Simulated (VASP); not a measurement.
**CoSi: single point with PBE**

Crystal: CoSi.

```
CELL_PARAMETERS angstrom
4.38423 -0.02036 0.00222
-0.02036 4.42209 0.07855
0.00222 0.07855 4.41445
ATOMIC_POSITIONS crystal
Co 0.11355 0.00452 0.11860
Co 0.25271 0.84182 0.81987
Co 0.65154 0.49020 0.69377
Co 0.95159 0.69727 0.37304
Si 0.89788 0.75781 0.78127
Si 0.64177 0.12137 0.28421
Si 0.43867 0.66354 0.21991
Si 0.05229 0.42348 0.70934
```

This cell differs from its parent crystal: atoms moved at random and the cell strained at random.

- Program: VASP 6.6.1
- Task: single point
- Functional: PBE
- Potentials or basis: VASP PAW PBE potentials, release 64 (Co, Si)
- Cutoff: 520 eV
- k mesh: 8 × 8 × 8
- Occupations: gaussian, width 0.15 eV
- Spin: no spin polarisation
- Dipole correction: no
- Further INCAR settings: ALGO = Normal; EDIFF = 1e-06; NBANDS = 36

```json
{
  "Pressure": "138.9 GPa",
  "Largest force": "34.499 eV/Å",
  "Band gap on the k mesh": "zero (band 26 reaches 12.57 eV, above the bottom of band 27 at 12.16 eV)"
}
```

Forces in eV/Å, atoms in the order of the input:
```
Co   -1.814  16.772   9.526
Co   25.394   1.032 -13.351
Co  -23.032 -13.523  -1.135
Co   -1.992  -2.989  -7.767
Si  -20.000  25.914  10.894
Si    0.066   2.916   0.329
Si    2.339  -4.840   2.206
Si   19.038 -25.282  -0.702
```

Stress tensor (GPa, compression positive):
```
161.69   6.23 -10.48
  6.23 142.98  23.06
-10.48  23.06 112.05
```

Levels at points of the mesh, in eV from the Fermi level:
```csv
k point,band 22,band 23,band 24,band 25,band 26,band 27,band 28,band 29,band 30,band 31
"(0.00, 0.00, 0.00)",-1.13,-0.85,-0.78,-0.47,-0.13,0.07,0.71,0.94,2.07,2.43
"(0.50, 0.00, 0.00)",-1.05,-1.02,-0.85,-0.24,-0.02,0.13,0.37,0.88,1.01,2.57
"(0.00, 0.50, 0.00)",-1.23,-1.03,-0.89,-0.64,-0.35,-0.08,0.29,0.68,1.94,2.38
"(0.50, 0.50, 0.00)",-1.51,-0.96,-0.72,-0.46,-0.35,0.59,0.79,1.31,1.83,2.47
"(0.00, 0.00, 0.50)",-1.28,-1.11,-0.94,-0.67,-0.29,-0.21,0.49,0.90,1.12,2.93
"(0.50, 0.00, 0.50)",-1.39,-1.23,-0.67,-0.40,-0.26,0.09,0.87,1.29,1.62,2.38
"(0.00, 0.50, 0.50)",-1.31,-1.15,-1.01,-0.54,-0.08,0.43,0.54,1.18,2.13,2.28
"(0.50, 0.50, 0.50)",-1.69,-1.33,-0.99,-0.75,-0.27,-0.02,0.63,3.64,4.38,4.88
```

Wall time 16 min on 1 thread of Intel(R) Xeon(R) Platinum 8259CL CPU @ 2.50GHz (Skylake/Cascade Lake), with other jobs on the host, peak memory 0.66 GiB.

Caveat: the cell differs from its parent crystal (atoms moved at random and the cell strained at random); forces of over 1 eV/Å act on the atoms, so gaps and moduli don't describe the material at rest. Spin polarisation is off, so any magnetic state and its effect on volume and gap are missing.
